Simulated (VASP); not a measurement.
AlN: single point with PBE

AlN:

```
CELL_PARAMETERS angstrom
-4.69531 -2.71084 5.01802
4.69531 -2.71084 5.01802
0.00000 5.42167 5.01802
ATOMIC_POSITIONS crystal
Al 0.61057 0.61126 0.27600
Al 0.61051 0.27783 0.60942
Al 0.27719 0.94453 0.27601
Al 0.94384 0.27785 0.27597
Al 0.27724 0.61123 0.60937
Al 0.61054 0.94447 0.94273
Al 0.27720 0.27785 0.94263
Al 0.94390 0.94444 0.60930
Al 0.94391 0.61113 0.94263
Al 0.88842 0.55558 0.55378
Al 0.88831 0.22223 0.88709
Al 0.55498 0.88899 0.55378
Al 0.22167 0.22230 0.55374
Al 0.55499 0.55563 0.88711
Al 0.88835 0.88893 0.22046
Al 0.55509 0.22232 0.22044
Al 0.22162 0.88898 0.88716
Al 0.22176 0.55553 0.22040
N 0.73777 0.73834 0.40327
N 0.73769 0.40502 0.73656
N 0.40446 0.07169 0.40318
N 0.07108 0.40501 0.40314
N 0.40430 0.73836 0.73651
N 0.73778 0.07165 0.06992
N 0.40442 0.40499 0.06987
N 0.07108 0.07167 0.73650
N 0.07109 0.73833 0.06984
N 0.68214 0.34950 0.34772
N 0.68223 0.01611 0.68105
N 0.34883 0.68280 0.34762
N 0.01550 0.01616 0.34767
N 0.34883 0.34950 0.68096
N 0.68217 0.68276 0.01433
N 0.34886 0.01614 0.01425
N 0.01549 0.68272 0.68094
N 0.01549 0.34940 0.01431
```

| Quantity | Value |
| --- | --- |
| Program | VASP 6.6.1 |
| Task | single point |
| Functional | PBE |
| Potentials or basis | VASP PAW PBE potentials, release 64 (Al, N) |
| Cutoff | 520 eV |
| k mesh | 2 × 2 × 2, shifted |
| Occupations | gaussian, width 0.02 eV |
| Spin | no spin polarisation |
| Dipole correction | no |
| Further INCAR settings | LREAL = Auto; ALGO = Normal; EDIFF = 1e-06; NBANDS = 96 |

```
Pressure               : -0.3 GPa
Largest force          : 0.015 eV/Å
Band gap on the k mesh : 5.22 eV
```

Forces in eV/Å, atoms in the order of the input:
```
Al  -0.004  0.010  0.000
Al  -0.004 -0.004  0.002
Al  -0.004 -0.004  0.000
Al   0.002  0.004  0.003
Al  -0.001 -0.001 -0.009
Al  -0.002 -0.001  0.001
Al  -0.001  0.003  0.001
Al   0.002  0.005  0.004
Al   0.004  0.006  0.001
Al   0.001  0.005 -0.010
Al   0.000  0.001 -0.001
Al  -0.003  0.004  0.004
Al   0.000  0.003  0.002
Al   0.003  0.000  0.001
Al  -0.005  0.005  0.001
Al   0.005  0.008 -0.001
Al  -0.005 -0.005 -0.005
Al   0.011  0.006  0.005
N    0.003 -0.006 -0.003
N   -0.003 -0.006  0.003
N    0.004 -0.002 -0.004
N   -0.002 -0.001  0.000
N   -0.005 -0.004  0.014
N    0.003 -0.003 -0.006
N   -0.004 -0.006 -0.005
N    0.001 -0.002 -0.002
N   -0.001  0.004 -0.003
N   -0.002 -0.006 -0.001
N    0.005 -0.002 -0.007
N    0.001 -0.001  0.004
N   -0.002 -0.003 -0.005
N    0.001  0.001 -0.003
N   -0.001 -0.006  0.002
N    0.002  0.007  0.004
N    0.001 -0.004  0.011
N    0.003 -0.006  0.001
```

Levels at points of the mesh, in eV from the valence-band top:
```
           k point  band 69  band 70  band 71  band 72  band 73  band 74  band 75  band 76
(0.25, 0.25, 0.25)    -0.36    -0.36    -0.09    -0.09     5.22     5.82     5.82     5.82
```

It took 7.9 min on 1 thread of Oxide Virtual Turin-like Processor (shared host), peak memory 0.41 GiB.

Caveat: a shifted mesh leaves out Γ, where band edges can lie. A k mesh can miss the band edges.
